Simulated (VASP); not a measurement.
Runs of VASP 6.6.1 on LiTa2O5. The structure is that of space group P-62m (No. 189), or close to it. The cells are those of the table. 

| task | spin | cell | k mesh | cutoff (eV) | gap on the mesh (eV) | moment (μB) | largest force (eV/Å) |
| --- | --- | --- | --- | --- | --- | --- | --- |
| single point | collinear, ferromagnetic start | a = 5.774, b = 5.774, c = 3.902 Å, angles 90.0, 90.0, 120.0°, 8 atoms | 3 × 3 × 4 | 520 | none | (a) | 0.09 |
| single point | collinear, ferromagnetic start | a = 7.663, b = 7.663, c = 4.428 Å, angles 90.0, 90.0, 120.0°, 8 atoms | 3 × 3 × 4 | 520 | none | 0.29 | 1.04 |
| single point | off | a = 5.751, b = 5.751, c = 3.901 Å, angles 90.0, 90.0, 120.0°, 8 atoms | 12 × 12 × 10 | 520 | none | - | 0.09 |
| single point | off | a = 5.774, b = 5.774, c = 3.902 Å, angles 90.0, 90.0, 120.0°, 8 atoms | 3 × 3 × 4 | 520 | none | - | 0.09 |
| relaxation of cell and atoms | off | relaxed from a = 5.774, b = 5.774, c = 3.902 Å, angles 90.0, 90.0, 120.0°, 8 atoms | 6 × 6 × 10 | 600 | none | - | - |

Alike in all rows: level PBE; potentials or basis VASP PAW PBE potentials, release 64 (Li_sv, Ta_pv, O); smearing gaussian 0.1 eV.

Question: Fill in the values left out.

Answer: (a) 0.00.

Caveats: some runs use coarse meshes; spin-orbit coupling is left out, which moves the levels of the heavy elements; an odd number of electrons without spin polarisation forces a metal (some runs); a magnetic or distorted state may lie lower (some runs); forces of over 1 eV/Å act on the atoms, so gaps and moduli don't describe the material at rest (some runs).

A k mesh can miss the band edges, and the runs leave out spin-orbit coupling on Ta.

A gap of «none» marks levels without a gap at the run's occupations.
